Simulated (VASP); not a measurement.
Wanted: the native input for a VASP 6.6.1 run.

* Task: single point
* Functional: PBE
* Potentials or basis: VASP PAW PBE potentials, release 64 (C, Si)
* Cutoff: 520 eV
* k mesh: 1 × 1 × 1, shifted
* Occupations: fermi-dirac, width 0.05 eV
* Spin: no spin polarisation
* Dipole correction: no
* Further INCAR settings: LREAL = Auto; ALGO = Normal; EDIFF = 1e-06; NBANDS = 43; ISYM = 0

The structure of Si4C11 lies in POSCAR:

```
Si4C11
1.0
    5.5684850000      0.1677970000      0.0711490000
    0.1677970000      5.4749150000     -0.0943290000
    0.0711490000     -0.0943290000      5.5837510000
C Si
11 4
Direct
    0.9538003423      0.9450986357      0.7308519432
    0.2366592499      0.5065816178      0.3912583617
    0.5944417172      0.0791347442      0.2162594227
    0.6265814641      0.6556837305      0.8759891596
    0.8336483238      0.6988789016      0.6832285865
    0.3534742664      0.1169283766      0.1391814206
    0.9617395807      0.1726308467      0.6357030043
    0.7086711075      0.6022412732      0.4314226362
    0.4151221968      0.6215054818      0.7645999009
    0.4477154943      0.5763018823      0.5062932553
    0.1838122836      0.3024450129      0.2306383783
    0.0964803298      0.4635039357      0.6888524191
    0.1713167102      0.8512857741      0.9801300099
    0.7429934740      0.7875394042      0.1645874900
    0.8387916661      0.2772785116      0.3366833902
```

The input as run:

INCAR

```
SYSTEM = Si4C11
PREC = Accurate
ENCUT = 520
EDIFF = 1E-6
ISMEAR = -1
SIGMA = 0.05
LREAL = Auto
LASPH = .TRUE.
NELM = 60
ALGO = Normal
ISIF = 2
LWAVE = .FALSE.
LCHARG = .TRUE.
GGA = PE
LELF = .TRUE.
LVHAR = .TRUE.
ISYM = 0
NBANDS = 43
```

KPOINTS

```
Automatic mesh
0
Gamma
  1 1 1
  0.25 0.25 0.25
```

Potentials or basis: VASP PAW PBE potentials, release 64 (C, Si).

Command:

```sh
$ cat potpaw_PBE.64/C/POTCAR potpaw_PBE.64/Si/POTCAR > POTCAR
$ mpirun -np 1 vasp_std > vasp.out
```

Results of the run:

```
Pressure               : -4.1 GPa
Largest force          : 2.552 eV/Å
Band gap on the k mesh : 1.26 eV
```

Caveat: the k points lie up to 1.15 Å⁻¹ apart.

Wall time 10 s on 1 thread of Intel(R) Xeon(R) 6975P-C (Granite Rapids), with other jobs on the host, peak memory 0.24 GiB.
